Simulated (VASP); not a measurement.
# Li32H31 (a cell with a defect) in VASP: notebook, part 2 of 2

VASP 6.6.1. Earlier steps stand in the parts before.

### Step 3. Relaxation of the atoms, PBEsol

Input file INCAR:

```
SYSTEM = Li32H31
  PREC = Accurate
  ENCUT = 650
  EDIFF = 1E-7
  ISMEAR = -1
  SIGMA = 0.05
  LREAL = Auto
  LASPH = .True.
  NELM = 120
  ALGO = Normal
  ISIF = 2
  LWAVE = .False.
  LCHARG = .False.
  GGA = PS
  IBRION = 2
  NSW = 100
  EDIFFG = -0.03
  NELECT = 126.0
  ISYM = -1
  GGA_COMPAT = .False.
  NELMIN = 4
```

Input file KPOINTS:

```
explicit points
1
Reciprocal
  0.25000000   0.25000000   0.25000000 1
```

Input file POSCAR:

```
Li32H31
1.0
    7.9599380000      0.0000000000      0.0000000000
    0.0000000000      7.9599380000      0.0000000000
    0.0000000000      0.0000000000      7.9599380000
H Li
31 32
Direct
    0.2512360000      0.0009810000      0.9991310000
    0.2446910000      0.9972680000      0.4969150000
    0.2514630000      0.5003480000      0.9967520000
    0.7477240000      0.0008080000      0.9985650000
    0.7582850000      0.0000110000      0.5035870000
    0.7479440000      0.5014140000      0.0017820000
    0.7451900000      0.5033160000      0.5011860000
    0.0020910000      0.2537070000      0.0014820000
    0.0016990000      0.2468550000      0.4974820000
    0.9962480000      0.7483690000      0.0015460000
    0.0024690000      0.7480260000      0.5000570000
    0.5054420000      0.2503440000      0.0004410000
    0.5008230000      0.2482970000      0.4961440000
    0.4986410000      0.7465220000      0.0007580000
    0.4978530000      0.7498580000      0.5009350000
    0.9978970000      0.9968730000      0.2497670000
    0.0016970000      0.0054700000      0.7512890000
    0.0004330000      0.4999790000      0.2486790000
    0.0032900000      0.5031150000      0.7450570000
    0.4967630000      0.0007290000      0.2499460000
    0.5059290000      0.9998530000      0.7499250000
    0.5020590000      0.5040200000      0.2513690000
    0.4994470000      0.4996770000      0.7493590000
    0.2518120000      0.2465980000      0.2467970000
    0.2508780000      0.2477740000      0.7495960000
    0.2565550000      0.7546260000      0.2487280000
    0.2476470000      0.7453730000      0.7506760000
    0.7516870000      0.2553120000      0.2550330000
    0.7513740000      0.2542210000      0.7478480000
    0.7504080000      0.7509950000      0.2523570000
    0.7524450000      0.7493200000      0.7486380000
    0.9991540000      0.0016210000      0.0009800000
    0.9995510000      0.0022050000      0.5001230000
    0.0019370000      0.5037790000      0.9984090000
    0.0024760000      0.4971260000      0.4981160000
    0.5004740000      0.0025390000      0.9949860000
    0.5031230000      0.0015450000      0.5005460000
    0.4996460000      0.4995300000      0.0041200000
    0.4961670000      0.4989500000      0.5008380000
    0.2471260000      0.2513280000      0.9978930000
    0.2491440000      0.2496120000      0.4995060000
    0.2554130000      0.7520940000      0.9992440000
    0.2517440000      0.7494840000      0.5003830000
    0.7533450000      0.2555550000      0.0004190000
    0.7509630000      0.2488630000      0.5007370000
    0.7480940000      0.7482090000      0.9967670000
    0.7472860000      0.7495930000      0.5051390000
    0.2526180000      0.9964660000      0.2508300000
    0.2502560000      0.9994630000      0.7537950000
    0.2510480000      0.5008540000      0.2501270000
    0.2461400000      0.5005600000      0.7469710000
    0.7475860000      0.0051120000      0.2511820000
    0.7510450000      0.0027950000      0.7498960000
    0.7512210000      0.4986620000      0.2521030000
    0.7482990000      0.4988910000      0.7488450000
    0.0031750000      0.2493540000      0.2453490000
    0.0033880000      0.2462150000      0.7585650000
    0.9978070000      0.7484750000      0.2489550000
    0.9984970000      0.7467600000      0.7481470000
    0.4995970000      0.2499590000      0.2523900000
    0.4996430000      0.2467090000      0.7483250000
    0.4980550000      0.7511170000      0.2494620000
    0.4968660000      0.7530550000      0.7483430000
```

Potentials or basis: VASP PAW PBE potentials, release 64 (H, Li_sv).

The run is started by

```console
> cat potpaw_PBE.64/H/POTCAR potpaw_PBE.64/Li_sv/POTCAR > POTCAR
> mpirun -np 1 vasp_std > vasp.out
```

Wall time 18 min (1 thread of Intel Xeon Platinum 8259CL at 2.50GHz (Skylake/Cascade Lake), shared host); peak memory 0.78 GiB.

Results (log left out):

```
Free energy                  : -193.5850 eV
Energy gained by relaxing    : 12.8 meV/atom
Ionic steps                  : 8
Largest force after relaxing : 0.021 eV/Å
```

Forces in eV/Å, atoms in the order of the input:
```
H   -0.001  0.003  0.000
H    0.004  0.009 -0.002
H   -0.004 -0.001  0.003
H    0.001 -0.008 -0.005
H   -0.003 -0.003 -0.002
H    0.002 -0.007 -0.001
H    0.000 -0.002 -0.006
H   -0.001 -0.009 -0.003
H   -0.003  0.007  0.003
H    0.004 -0.004  0.003
H    0.000  0.007  0.006
H   -0.004 -0.007  0.001
H    0.003  0.007 -0.001
H   -0.004  0.002  0.004
H    0.000 -0.006 -0.006
H    0.007  0.006  0.005
H   -0.003  0.006 -0.010
H   -0.005 -0.006  0.005
H    0.004  0.006  0.006
H   -0.010 -0.003 -0.001
H   -0.002  0.001  0.006
H    0.003  0.001 -0.005
H    0.009  0.009  0.002
H   -0.005  0.006  0.010
H   -0.005  0.009 -0.002
H    0.001 -0.005  0.008
H    0.002 -0.009 -0.004
H   -0.004 -0.004 -0.006
H   -0.007 -0.010 -0.003
H    0.007 -0.005 -0.009
H    0.004  0.004 -0.001
Li   0.009  0.009 -0.005
Li   0.001  0.003 -0.001
Li   0.001 -0.006  0.000
Li   0.005  0.011  0.005
Li  -0.013 -0.009  0.007
Li  -0.003 -0.001 -0.007
Li   0.005  0.002  0.001
Li   0.011  0.006  0.001
Li  -0.006  0.007 -0.002
Li   0.001  0.018  0.004
Li   0.003 -0.005  0.001
Li   0.004 -0.001  0.002
Li  -0.008  0.001 -0.009
Li  -0.008  0.002 -0.005
Li   0.011 -0.010  0.004
Li   0.002 -0.007 -0.006
Li   0.001  0.005  0.017
Li   0.000  0.002 -0.005
Li   0.000 -0.006  0.011
Li   0.001  0.008 -0.002
Li   0.002 -0.005  0.011
Li  -0.011 -0.006 -0.013
Li   0.001 -0.003 -0.002
Li   0.003  0.000 -0.002
Li  -0.011 -0.010  0.001
Li  -0.009 -0.018  0.006
Li  -0.005  0.014 -0.011
Li  -0.008  0.005  0.007
Li   0.010 -0.008 -0.011
Li   0.008 -0.003  0.014
Li   0.003  0.001 -0.015
Li   0.012  0.010  0.009
```

The path:
| step | energy change (eV) | largest force (eV/Å) | pressure (GPa) |
| --- | --- | --- | --- |
| 1 | 0.0000 | 1.0490 | -1.48 |
| 2 | -0.3539 | 0.7697 | -1.46 |
| 3 | -0.7619 | 0.1399 | -1.29 |
| 4 | -0.7620 | 0.1396 | -1.29 |
| 5 | -0.7821 | 0.1080 | -1.30 |
| 6 | -0.8021 | 0.0699 | -1.30 |
| 7 | -0.8067 | 0.0341 | -1.30 |
| 8 | -0.8080 | 0.0212 | -1.30 |

Final structure:
```
H Li
1.0
     7.95994    0.00000    0.00000
     0.00000    7.95994    0.00000
     0.00000    0.00000    7.95994
H Li
31 32
Direct
  0.25063 0.00008 0.99974
  0.25006 0.99943 0.49983
  0.25068 0.50046 0.99946
  0.75035 0.00107 0.00030
  0.75067 0.00050 0.50037
  0.75013 0.50098 0.00016
  0.75006 0.50032 0.50036
  0.00198 0.25232 0.00002
  0.00536 0.25422 0.49999
  0.00097 0.74934 0.99974
  0.00535 0.74450 0.49959
  0.49977 0.25188 0.99988
  0.49514 0.25465 0.49993
  0.49920 0.74899 0.99970
  0.49552 0.74590 0.49990
  0.00136 0.99990 0.25095
  0.00154 0.99995 0.74937
  0.00529 0.50096 0.25410
  0.00538 0.49990 0.74431
  0.49987 0.00058 0.25108
  0.49937 0.00032 0.74835
  0.49490 0.50033 0.25545
  0.49504 0.49932 0.74501
  0.25116 0.25429 0.25363
  0.25066 0.25446 0.74483
  0.25034 0.74559 0.25423
  0.24970 0.74595 0.74549
  0.75074 0.25229 0.25182
  0.75098 0.25211 0.74910
  0.74981 0.74954 0.25175
  0.75005 0.74881 0.74874
  0.99835 0.99985 0.00019
  0.99626 0.99992 0.49989
  0.99618 0.50087 0.99987
  0.97799 0.49964 0.49957
  0.50245 0.00095 0.99951
  0.50453 0.00012 0.50038
  0.50416 0.50028 0.99978
  0.52186 0.49961 0.49979
  0.25083 0.24603 0.99989
  0.25059 0.22674 0.49953
  0.25036 0.75429 0.99952
  0.24986 0.77225 0.49944
  0.75076 0.24982 0.00041
  0.75083 0.24637 0.50024
  0.74964 0.75184 0.99989
  0.75011 0.75422 0.50053
  0.25052 0.99970 0.24511
  0.25033 0.99985 0.75385
  0.25069 0.50076 0.22694
  0.25003 0.49946 0.77195
  0.75017 0.00068 0.24874
  0.75103 0.00093 0.75172
  0.75001 0.50078 0.24659
  0.75009 0.50040 0.75369
  0.00135 0.25084 0.24984
  0.00148 0.25121 0.74940
  0.00053 0.74942 0.25053
  0.00099 0.74952 0.74926
  0.49971 0.25076 0.25070
  0.49987 0.25069 0.74906
  0.49987 0.75016 0.25094
  0.49953 0.74967 0.74941
```

Levels at points of the mesh, in eV from the Fermi level:
```
           k point  band 61  band 62  band 63  band 64  band 65  band 66
(0.25, 0.25, 0.25)    -1.47    -1.43    -1.43     1.59     3.29     3.29
```

Caveat: the cell carries a net charge on a neutralising background, which shifts energy and pressure; the cell is charged against a uniform background, so pressure and absolute levels hang on convention; the PAW data sets were made with another functional, which shifts forces and pressure a little.
